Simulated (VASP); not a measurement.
Crystal: MoS2.

```
CELL_PARAMETERS angstrom
3.14917 0.00000 0.00000
-1.57458 2.72726 0.00000
0.00000 0.00000 12.08985
ATOMIC_POSITIONS crystal
Mo 0.33333 0.66667 0.25000
Mo 0.66667 0.33333 0.75000
S 0.33333 0.66667 0.62049
S 0.66667 0.33333 0.12049
S 0.33333 0.66667 0.87951
S 0.66667 0.33333 0.37951
```

```yaml
Program: VASP 6.6.1
Task: relaxation of cell and atoms
Functional: PBE
Potentials_or_basis: VASP PAW PBE potentials, release 64 (Mo_sv, S)
Cutoff: 600 eV
k_mesh: 12 × 12 × 4
Occupations: gaussian, width 0.02 eV
Spin: no spin polarisation
```

At the start: pressure 4.1 GPa; volume 17.31 Å³/atom.

Where does the relaxation end?

Over 34 steps the energy falls by 26.6 meV/atom and the volume is 20.69 Å³/atom (+19.6 %); space group P6_3/mmc (No. 194, to 0.1 Å) before and after.

Step by step:
```
step  energy change (eV)  largest force (eV/Å)  pressure (GPa)  volume (Å³)
   1              0.0000                0.0177            4.05       103.83
   2              0.0259                0.9176           -4.86       110.55
   3             -0.0346                0.4230           -0.06       106.66
   4             -0.0573                0.2262           -0.03       107.87
   5             -0.0639                0.0540            0.02       108.92
   6             -0.0838                0.0456            0.07       109.79
   7             -0.1235                0.0132            0.41       112.35
   8             -0.1437                0.1029            1.80       117.34
   9             -0.1527                0.1802           -0.36       120.42
  10             -0.1531                0.1319            0.00       119.89
  11             -0.1561                0.0741           -0.06       120.40
  12             -0.1569                0.0233           -0.11       120.86
  13             -0.1570                0.0028            0.08       120.75
  14             -0.1570                0.0021            0.08       120.76
  15             -0.1572                0.0046            0.09       120.79
  16             -0.1573                0.0206            0.11       120.88
  17             -0.1574                0.0278            0.05       121.01
  18             -0.1576                0.0490           -0.14       121.40
  19             -0.1576                0.0567           -0.21       121.54
  20             -0.1577                0.0550           -0.20       121.58
  21             -0.1578                0.0496           -0.19       121.68
  22             -0.1580                0.0386           -0.18       121.88
  23             -0.1584                0.0164           -0.14       122.29
  24             -0.1585                0.0288           -0.06       123.11
  25             -0.1585                0.0125           -0.09       122.81
  26             -0.1587                0.0164           -0.03       122.92
  27             -0.1591                0.0297            0.16       123.26
  28             -0.1591                0.0355            0.24       123.41
  29             -0.1593                0.0134            0.15       123.67
  30             -0.1594                0.0086            0.05       123.93
  31             -0.1594                0.0106            0.05       123.95
  32             -0.1594                0.0111            0.02       124.01
  33             -0.1595                0.0123           -0.05       124.16
  34             -0.1595                0.0007            0.00       124.16
```

Final structure:
```
CELL_PARAMETERS angstrom
3.18490 0.00000 0.00000
-1.59245 2.75820 0.00000
0.00000 0.00000 14.13400
ATOMIC_POSITIONS crystal
Mo 0.33333 0.66667 0.25000
Mo 0.66667 0.33333 0.75000
S 0.33333 0.66667 0.63950
S 0.66667 0.33333 0.13950
S 0.33333 0.66667 0.86050
S 0.66667 0.33333 0.36050
```

Caveat: the volume moved by over 15 % at a fixed basis, so the end points are rough; this functional lacks dispersion, which binds layers or chains, so the pressure and a relaxed spacing across them are unreliable.
